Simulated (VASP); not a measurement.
**Pd: single point with PBE**

The system is Pd.

```
Pd
1.0
    -1.97109    0.00000    1.97109
     0.00000    1.97109    1.97109
    -1.97109    1.97109    0.00000
Pd
1
Direct
  0.00000 0.00000 0.00000
```

| Item | Value |
| --- | --- |
| Program | VASP 6.6.1 |
| Task | single point |
| Functional | PBE |
| Potentials or basis | VASP PAW PBE potentials, release 64 (Pd) |
| Cutoff | 500 eV |
| k mesh | 4 × 4 × 4 |
| Occupations | fermi-dirac, width 0.1 eV |
| Spin | no spin polarisation |

* Pressure: -0.1 GPa
* Band gap on the k mesh: zero (band 5 reaches 9.51 eV, above the bottom of band 6 at 8.07 eV)

Levels at points of the mesh, in eV from the Fermi level:
```
           k point  band 2  band 3  band 4  band 5  band 6  band 7  band 8  band 9
(0.00, 0.00, 0.00)   -2.87   -2.87   -2.87   -1.34   -1.34   16.92   21.48   21.48
(0.50, 0.00, 0.00)   -2.91   -2.91   -0.21   -0.21    0.85    6.81   16.26   20.49
(0.50, 0.50, 0.00)   -5.01   -0.23    0.09    0.09    3.11   10.17   12.76   12.76
```

Run time: 3 s on 1 thread of Intel Xeon 6975P-C (shared host), peak memory 0.12 GiB.

Caveat: the k points lie up to 0.69 Å⁻¹ apart.
